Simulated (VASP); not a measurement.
# CsNiSn (P-6m2) in VASP: notebook, part 2 of 2

VASP 6.6.1. Earlier steps stand in the parts before.

## Step 3: Single point, PBE

This run uses another cell than the first one, of 34.29 Å³/atom, 1.406 times its volume.

INCAR reads:

```
SYSTEM = CsNiSn
ALGO = Fast
EDIFF = 1E-6
ENCUT = 520
GGA = PE
ISIF = 2
ISMEAR = 0
LASPH = .True.
LCHARG = .True.
LELF = .True.
LREAL = .False.
LVHAR = .True.
LWAVE = .False.
NBANDS = 24
NELM = 100
PREC = Accurate
SIGMA = 0.1
```

KPOINTS reads:

```
k-points
0
Gamma
  12 12 8
  0 0 0
```

POSCAR reads:

```
CsNiSn
1.0
    4.3516735338      0.0000000000      0.0000000000
   -2.1758367669      3.7686598293      0.0000000000
    0.0000000000      0.0000000000      6.2719617488
Cs Ni Sn
1 1 1
Direct
    0.6666666667      0.3333333333      0.5000000000
    0.0000000000      0.0000000000      0.0000000000
    0.3333333333      0.6666666667      0.0000000000
```

Potentials or basis: VASP PAW PBE potentials, release 64 (Cs_sv, Ni, Sn_d).

Run with:

```console
$ cat potpaw_PBE.64/Cs_sv/POTCAR potpaw_PBE.64/Ni/POTCAR potpaw_PBE.64/Sn_d/POTCAR > POTCAR
$ mpirun -np 1 vasp_std > vasp.out
```

OUTCAR:

```text
SYSTEM = CsNiSn
   EDIFF = 1E-6
   ENCUT = 520
   GGA = PE
   ISIF = 2
   ISMEAR = 0
   LASPH = .True.
   LREAL = .False.
   NELM = 100
   PREC = Accurate

 ion  position               nearest neighbor table
   1  0.667  0.333  0.500-
   2  0.000  0.000  0.000-   3 2.51   3 2.51   3 2.51
   3  0.333  0.667  0.000-   2 2.51   2 2.51   2 2.51

  LATTYP: Found a hexagonal cell.
 ALAT       =     4.3516735338
 C/A-ratio  =     1.4412757989

  Lattice vectors:

 A1 = (   4.3516735338,   0.0000000000,   0.0000000000)
 A2 = (  -2.1758367669,   3.7686598293,   0.0000000000)
 A3 = (   0.0000000000,   0.0000000000,   6.2719617488)

Analysis of symmetry for initial positions (statically):
=====================================================================
 Subroutine PRICEL returns:
 Original cell was already a primitive cell.

 Routine SETGRP: Setting up the symmetry group for a
 hexagonal supercell.

 Subroutine GETGRP returns: Found 12 space group operations
 (whereof 12 operations were pure point group operations)
 out of a pool of 24 trial point group operations.

The static configuration has the point symmetry D_3h.

Analysis of symmetry for dynamics (positions and initial velocities):
=====================================================================
 Subroutine PRICEL returns:
 Original cell was already a primitive cell.

 Routine SETGRP: Setting up the symmetry group for a
 hexagonal supercell.

 Subroutine GETGRP returns: Found 12 space group operations
 (whereof 12 operations were pure point group operations)
 out of a pool of 24 trial point group operations.

The dynamic configuration has the point symmetry D_3h.

 Subroutine INISYM returns: Found 12 space group operations
 (whereof 12 operations are pure point group operations),
 and found     1 'primitive' translations

----------------------------------------------------------------------------------------

                                     Primitive cell

  volume of cell :     102.8600

  direct lattice vectors                    reciprocal lattice vectors
     4.351673534  0.000000000  0.000000000     0.229796650  0.132673158  0.000000000
    -2.175836767  3.768659829  0.000000000     0.000000000  0.265346315  0.000000000
     0.000000000  0.000000000  6.271961749     0.000000000  0.000000000  0.159439748

  length of vectors
     4.351673534  4.351673534  6.271961749     0.265346315  0.265346315  0.159439748

  position of ions in fractional coordinates (direct lattice)
     0.666666667  0.333333333  0.500000000
     0.000000000  0.000000000  0.000000000
     0.333333333  0.666666667  0.000000000

  ion indices of the primitive-cell ions
   primitive index   ion index
                 1           1
                 2           2
                 3           3

----------------------------------------------------------------------------------------

 KPOINTS: k-points

Automatic generation of k-mesh.
 Grid dimensions read from file:
 generate k-points for:   12   12    8

 Generating k-lattice:

  Cartesian coordinates                     Fractional coordinates (reciprocal lattice)
     0.019149721  0.011056096  0.000000000     0.083333333  0.000000000  0.000000000
     0.000000000  0.022112193  0.000000000     0.000000000  0.083333333  0.000000000
     0.000000000  0.000000000  0.019929968     0.000000000  0.000000000  0.125000000

  Length of vectors
     0.022112193  0.022112193  0.019929968

  Shift w.r.t. Gamma in fractional coordinates (k-lattice)
     0.000000000  0.000000000  0.000000000

 Subroutine IBZKPT returns following result:
 ===========================================

 Found     95 irreducible k-points:

 Following reciprocal coordinates:
            Coordinates               Weight
  0.000000  0.000000  0.000000      1.000000
  0.083333  0.000000  0.000000      6.000000
  0.166667  0.000000  0.000000      6.000000
  0.250000  0.000000  0.000000      6.000000
  0.333333  0.000000  0.000000      6.000000
  0.416667  0.000000  0.000000      6.000000
[... 16 lines left out ...]
  0.250000  0.000000  0.125000     12.000000
  0.333333  0.000000  0.125000     12.000000
 [... further k-points ...]
   k-points           NKPTS =     95   k-points in BZ     NKDIM =     95   number of bands    NBANDS=     24
   number of dos      NEDOS =    301   number of ions     NIONS =      3
   total plane-waves  NPLWV =  49152
   dimension x,y,z NGX =    32 NGY =   32 NGZ =   48
   dimension x,y,z NGXF=    64 NGYF=   64 NGZF=   96
   ions per type =               1   1   1
   NGX,Y,Z   is equivalent  to a cutoff of  12.22, 12.22, 12.72 a.u.
   NGXF,Y,Z  is equivalent  to a cutoff of  24.45, 24.45, 25.45 a.u.
 SYSTEM =  CsNiSn
   PREC   = accura    normal or accurate (medium, high low for compatibility)
   ISTART =      0    job   : 0-new  1-cont  2-samecut
   ICHARG =      2    charge: 1-file 2-atom 10-const
   ISPIN  =      1    spin polarized calculation?
   LNONCOLLINEAR =      F non collinear calculations
   LSORBIT =      F    spin-orbit coupling
   LASPH  =      T    aspherical Exc in radial PAW
   ENCUT  =  520.0 eV  38.22 Ry    6.18 a.u.   8.09  8.09 11.66*2*pi/ulx,y,z
   NELM   =    100;   NELMIN=  2; NELMDL= -5     # of ELM steps
   EDIFF  = 0.1E-05   stopping-criterion for ELM
   LREAL  =      F    real-space projection
   EDIFFG = 0.1E-04   stopping-criterion for IOM
   NSW    =      0    number of steps for IOM
   IBRION =     -1    ionic relax: 0-MD 1-quasi-New 2-CG
   NFREE  =      0    steps in history (QN), initial steepest desc. (CG)
   ISIF   =      2    stress and relaxation
   ISYM   =      2    0-nonsym 1-usesym 2-fastsym
   POTIM  = 0.5000    time-step for ionic-motion
   TEBEG  =    0.0;   TEEND  =   0.0 temperature during run
   PSTRESS=    0.0 pullay stress
   NELECT =      33.0000    total number of electrons
   NUPDOWN=      -1.0000    fix difference up-down
   EMIN   =  10.00;   EMAX   =-10.00  energy-range for DOS
   EFERMI =   0.00;   METHOD = LEGACY
   ISMEAR =     0;   SIGMA  =   0.10  broadening in eV -4-tet -1-fermi 0-gaus
   EFERMI_NEDOS =   21; number of points for ismear=-14 and -15
   IALGO  =     68    algorithm
   IMIX   =      4    mixing-type and parameters
     AMIX     =   0.40;   BMIX     =  1.00
     AMIX_MAG =   1.60;   BMIX_MAG =  1.00
  volume/ion in A,a.u.               =      34.29       231.38
  Fermi-wavevector in a.u.,A,eV,Ry     =   1.120720  2.117854 17.089110  1.256014
  Thomas-Fermi vector in A             =   2.257369
   LORBIT       =      0    0 simple, 1 ext, 2 COOP (PROOUT), +10 PAW based schemes
   GGA     = PE    functional components
   LHFCALC =     F    Hartree Fock is set to
   AEXX    =    0.0000 exact exchange contribution
   IVDW    =     0    specifies the selected vdW correction
   LEPSILON=     F    determine dielectric tensor
   LRPA    =     F    only Hartree local field effects (RPA)
 non-spin polarized calculation
 RMM-DIIS sequential band-by-band and
 Gauss-broadening in eV      SIGMA  =   0.10
  energy-cutoff  :      520.00
  volume of cell :      102.86
 maximum number of plane-waves:      2790
   NGX = 17   NGY = 17   NGZ = 23

 number of electron      32.9999993 magnetization

 Free energy of the ion-electron system (eV)
  ---------------------------------------------------
  ext. energy  EPLUGINS =         0.00000000
  ---------------------------------------------------
  free energy    TOTEN  =        -9.81370062 eV

  energy without entropy =       -9.80351918  energy(sigma->0) =       -9.80860990

 E-fermi :   3.6867     XC(G=0):  -8.6559

 val. band max:        3.6743798131   @ k =   0.2500   0.1667   0.3750
 cond. band min:       3.6880717231   @ k =   0.2500   0.0000   0.2500
 fundamental gap:      0.0136919099
 Fermi energy:         3.6867170008

 k-point     1 :       0.0000    0.0000    0.0000
  band No.  band energies     occupation
      1     -18.9463      2.00000
      2     -17.2899      2.00000
      3     -17.2326      2.00000
      4     -17.2326      2.00000
      5     -17.1974      2.00000
      6     -17.1974      2.00000
[... 16 lines left out ...]
     23       9.6554      0.00000
     24      10.1014      0.00000
[... 598 lines left out ...]
      2     -17.2839      2.00000
      3     -17.2357      2.00000
      4     -17.2338      2.00000
      5     -17.2029      2.00000
      6     -17.1915      2.00000
[... 16 lines left out ...]
     23       8.8594      0.00000
     24      10.0779      0.00000

 [... further k-points ...]

------------------------ aborting loop because EDIFF is reached ----------------------------------------

  FORCE on cell =-STRESS in cart. coord.  units (eV):
  Direction    XX          YY          ZZ          XY          YZ          ZX
  --------------------------------------------------------------------------------------
  -------------------------------------------------------------------------------------
  Total        0.0510794      0.0510794      0.0362490      0.0000000      0.0000000      0.0000000
  in kB        0.7956275      0.7956275      0.5646241      0.0000000      0.0000000      0.0000000
  external PRESSURE =       0.7186263 kB  Pullay stress =       0.0000000 kB

 VOLUME and BASIS-vectors are now :
 -----------------------------------------------------------------------------
  energy-cutoff  :      520.00
  volume of cell :      102.86
      direct lattice vectors                 reciprocal lattice vectors
     4.351673534  0.000000000  0.000000000     0.229796650  0.132673158  0.000000000
    -2.175836767  3.768659829  0.000000000     0.000000000  0.265346315  0.000000000
     0.000000000  0.000000000  6.271961749     0.000000000  0.000000000  0.159439748

 POSITION                                       TOTAL-FORCE (eV/Angst)
 -----------------------------------------------------------------------------------
      2.17584      1.25622      3.13598         0.000000      0.000000      0.000000
      0.00000      0.00000      0.00000         0.000000      0.000000      0.000000
     -0.00000      2.51244      0.00000         0.000000      0.000000      0.000000
 -----------------------------------------------------------------------------------
    total drift:                                0.000001     -0.000001     -0.000000

  FREE ENERGIE OF THE ION-ELECTRON SYSTEM (eV)
  ---------------------------------------------------
  free  energy   TOTEN  =        -9.8137006186 eV

  energy  without entropy=       -9.8035191803  energy(sigma->0) =       -9.80860990
```

OSZICAR:

```text
N       E                     dE             d eps       ncg     rms          rms(c)
DAV:   1     0.276401567018E+03    0.27640E+03   -0.14582E+04  4592   0.152E+03
DAV:   2     0.226643674182E+02   -0.25374E+03   -0.24068E+03  4656   0.392E+02
DAV:   3    -0.928190910907E+01   -0.31946E+02   -0.31366E+02  5688   0.132E+02
DAV:   4    -0.104644728269E+02   -0.11826E+01   -0.11817E+01  5368   0.281E+01
DAV:   5    -0.105014907750E+02   -0.37018E-01   -0.37016E-01  6424   0.488E+00    0.758E+00
RMM:   6    -0.124217402729E+02   -0.19202E+01   -0.11953E+01  5194   0.243E+01    0.134E+01
RMM:   7    -0.992640734156E+01    0.24953E+01   -0.41278E+00  5071   0.163E+01    0.154E+00
RMM:   8    -0.986654971586E+01    0.59858E-01   -0.51569E-01  5329   0.435E+00    0.267E+00
RMM:   9    -0.981455674444E+01    0.51993E-01   -0.24318E-01  5710   0.422E+00    0.746E-01
RMM:  10    -0.981347012236E+01    0.10866E-02   -0.33027E-02  7121   0.978E-01    0.224E-01
RMM:  11    -0.981361033191E+01   -0.14021E-03   -0.63973E-03  7104   0.402E-01    0.752E-02
RMM:  12    -0.981374039820E+01   -0.13007E-03   -0.10248E-03  7368   0.176E-01    0.821E-02
RMM:  13    -0.981369683763E+01    0.43561E-04   -0.23509E-04  6770   0.118E-01    0.204E-02
RMM:  14    -0.981370096359E+01   -0.41260E-05   -0.64164E-05  6976   0.443E-02    0.124E-02
RMM:  15    -0.981370047038E+01    0.49321E-06   -0.11912E-05  6101   0.223E-02    0.306E-03
RMM:  16    -0.981370061865E+01   -0.14826E-06   -0.30953E-06  4734   0.113E-02
   1 F= -.98137006E+01 E0= -.98086099E+01  d E =-.101814E-01
```

Run time: 3.2 min. Hardware: 1 thread of Intel Xeon Platinum 8259CL at 2.50GHz (Skylake/Cascade Lake), shared host; peak memory 0.4 GiB.

What came out:

| Item | Value |
| --- | --- |
| Free energy | -9.8137 eV |
| Pressure | 0.1 GPa |

Caveat: spin-orbit coupling is left out, which moves the levels of the heavy elements. Spin polarisation is off, so any magnetic state and its effect on volume and gap are missing.

## Step 4: Single point, PBE, collinear spin, ferromagnetic start

This run uses another cell than the first one, of 33.90 Å³/atom, 1.390 times its volume.

INCAR reads:

```
PREC = Accurate
ENCUT = 520
EDIFF = 1E-6
ISMEAR = 0
SIGMA = 0.1
LREAL = F
LASPH = T
NELM = 150
ALGO = Normal
ISIF = 2
LWAVE = F
LCHARG = T
ISPIN = 2
MAGMOM = 0 2 0
LORBIT = 11
LMAXMIX = 4
GGA = PE
LELF = T
LVHAR = T
NBANDS = 28
```

KPOINTS reads:

```
Automatic mesh
0
Gamma
  6 6 4
```

POSCAR reads:

```
CsNiSn
1.0
    4.3762545480      0.0000000029      0.0000000000
   -2.1881272765      3.7899476105      0.0000000000
    0.0000000000      0.0000000000      6.1321069789
Cs Ni Sn
1 1 1
Direct
    0.6666666667      0.3333333333      0.5000000000
    0.0000000000      0.0000000000      0.0000000000
    0.3333333333      0.6666666667      0.0000000000
```

Run with:

```console
$ cat potpaw_PBE.64/Cs_sv/POTCAR potpaw_PBE.64/Ni/POTCAR potpaw_PBE.64/Sn_d/POTCAR > POTCAR
$ mpirun -np 1 vasp_std > vasp.out
```

Run time: 2 min. Hardware: 1 thread of Intel Xeon Platinum 8259CL at 2.50GHz (Skylake/Cascade Lake), shared host; peak memory 0.34 GiB.

The run converged. Its results:

* Free energy: -9.7941 eV
* Pressure: 0.1 GPa
* Net moment: 0.00 μB per cell
* Valence electrons inside the program's atomic spheres: Cs 6.57; Ni 9.15; Sn 12.32

Stress tensor (GPa, compression positive):
```
0.11 0.00 0.00
0.00 0.11 0.00
0.00 0.00 0.22
```

Levels at points of the mesh, in eV from the Fermi level:
Spin up:
```
           k point  band 13  band 14  band 15  band 16  band 17  band 18  band 19  band 20
(0.00, 0.00, 0.00)    -1.07    -0.94    -0.94    -0.39     1.29     2.52     2.52     3.98
(0.50, 0.00, 0.00)    -1.35    -1.04    -0.98    -0.88     0.25     0.80     1.92     3.33
(0.00, 0.00, 0.50)    -1.88    -0.94    -0.94    -0.83     2.53     2.92     2.92     4.11
(0.50, 0.00, 0.50)    -1.36    -1.06    -0.94    -0.88     0.49     0.63     1.57     4.18
```
Spin down:
```
           k point  band 13  band 14  band 15  band 16  band 17  band 18  band 19  band 20
(0.00, 0.00, 0.00)    -1.07    -0.94    -0.94    -0.39     1.29     2.52     2.52     3.98
(0.50, 0.00, 0.00)    -1.35    -1.04    -0.98    -0.88     0.25     0.80     1.92     3.33
(0.00, 0.00, 0.50)    -1.88    -0.94    -0.94    -0.83     2.53     2.92     2.92     4.11
(0.50, 0.00, 0.50)    -1.36    -1.06    -0.94    -0.88     0.49     0.63     1.57     4.18
```

Caveat: the starting moments collapsed, and a magnetic state may lie lower; spin-orbit coupling is left out, which moves the levels of the heavy elements.

## Step 5: Relaxation of cell and atoms, PBE, collinear spin, ferromagnetic start

INCAR reads:

```
ALGO = Normal
EDIFF = 1E-7
EDIFFG = -0.04
ENCUT = 600
GGA = PE
IBRION = 2
ISIF = 3
ISMEAR = 0
ISPIN = 2
LASPH = True
LCHARG = False
LMAXMIX = 4
LORBIT = 11
LREAL = False
LWAVE = False
MAGMOM = 0 2 0
NELM = 150
NSW = 90
PREC = Accurate
SIGMA = 0.1
```

KPOINTS reads:

```
k-points
0
Gamma
  6 6 4
```

POSCAR reads:

```
CsNiSn
1.0
    4.3580790700      0.0000000000      0.0000000000
   -2.1790395400      3.7742071900      0.0000000000
    0.0000000000      0.0000000000      4.4485590100
Cs Ni Sn
1 1 1
Direct
    0.6666666700      0.3333333300      0.5000000000
    0.0000000000      0.0000000000      0.0000000000
    0.3333333300      0.6666666700      0.0000000000
```

Run with:

```console
$ cat potpaw_PBE.64/Cs_sv/POTCAR potpaw_PBE.64/Ni/POTCAR potpaw_PBE.64/Sn_d/POTCAR > POTCAR
$ mpirun -np 1 vasp_std > vasp.out
```

It took 7.8 min on 1 thread of Intel Xeon Platinum 8259CL at 2.50GHz (Skylake/Cascade Lake), shared host; peak memory 0.29 GiB.

Results (log left out):

* Free energy: -9.7833 eV
* Relaxed volume: 34.02 Å³/atom
* Relaxed cell: a = 4.379 Å, b = 4.379 Å, c = 6.146 Å, α = 90.00°, β = 90.00°, γ = 120.00°
* Space group after relaxing (to 0.05 Å): P-6m2 (No. 187)
* Energy gained by relaxing: 450.7 meV/atom
* Ionic steps: 7
* Pressure after relaxing: 0.0 GPa
* Net moment: 0.00 μB per cell
* Valence electrons inside the program's atomic spheres: Cs 6.57; Ni 9.15; Sn 12.31

Step by step:
```tsv
step	energy change (eV)	largest force (eV/Å)	pressure (GPa)	volume (Å³)
1	0.0000	0.0000	13.19	73.17
2	-0.8271	0.0000	-0.46	96.50
3	-0.8275	0.0000	-0.90	98.08
4	-1.0732	0.0000	-0.99	99.78
5	-1.3296	0.0000	0.60	102.26
6	-1.3507	0.0000	-0.09	101.98
7	-1.3521	0.0000	0.03	102.06
```

Final structure:
```
Cs Ni Sn
1.0
     4.37893    0.00000    0.00000
    -2.18946    3.79226    0.00000
     0.00000    0.00000    6.14576
Cs Ni Sn
1 1 1
Direct
  0.66667 0.33333 0.50000
  0.00000 0.00000 0.00000
  0.33333 0.66667 0.00000
```

Levels at points of the mesh, in eV from the Fermi level:
Spin up:
| k point | band 12 | band 13 | band 14 | band 15 | band 16 | band 17 | band 18 | band 19 | band 20 | band 21 |
| --- | --- | --- | --- | --- | --- | --- | --- | --- | --- | --- |
| (0.00, 0.00, 0.00) | -1.86 | -1.07 | -0.93 | -0.93 | -0.40 | 1.28 | 2.52 | 2.52 | 3.97 | 4.97 |
| (0.50, 0.00, 0.00) | -1.56 | -1.35 | -1.04 | -0.97 | -0.88 | 0.25 | 0.80 | 1.92 | 3.32 | 4.30 |
| (0.00, 0.00, 0.50) | -1.88 | -1.88 | -0.94 | -0.94 | -0.83 | 2.52 | 2.91 | 2.91 | 4.10 | 4.54 |
| (0.50, 0.00, 0.50) | -1.54 | -1.36 | -1.05 | -0.94 | -0.88 | 0.50 | 0.63 | 1.57 | 4.16 | 4.20 |
Spin down:
```tsv
k point	band 13	band 14	band 15	band 16	band 17	band 18	band 19	band 20
(0.00, 0.00, 0.00)	-1.07	-0.93	-0.93	-0.40	1.28	2.52	2.52	3.97
(0.50, 0.00, 0.00)	-1.35	-1.04	-0.97	-0.88	0.25	0.80	1.92	3.32
(0.00, 0.00, 0.50)	-1.88	-0.94	-0.94	-0.83	2.52	2.91	2.91	4.10
(0.50, 0.00, 0.50)	-1.36	-1.05	-0.94	-0.88	0.50	0.63	1.57	4.16
```

Caveat: the starting moments collapsed, and a magnetic state may lie lower; the volume moved by over 15 % at a fixed basis, so the end points are rough; spin-orbit coupling is left out, which moves the levels of the heavy elements.
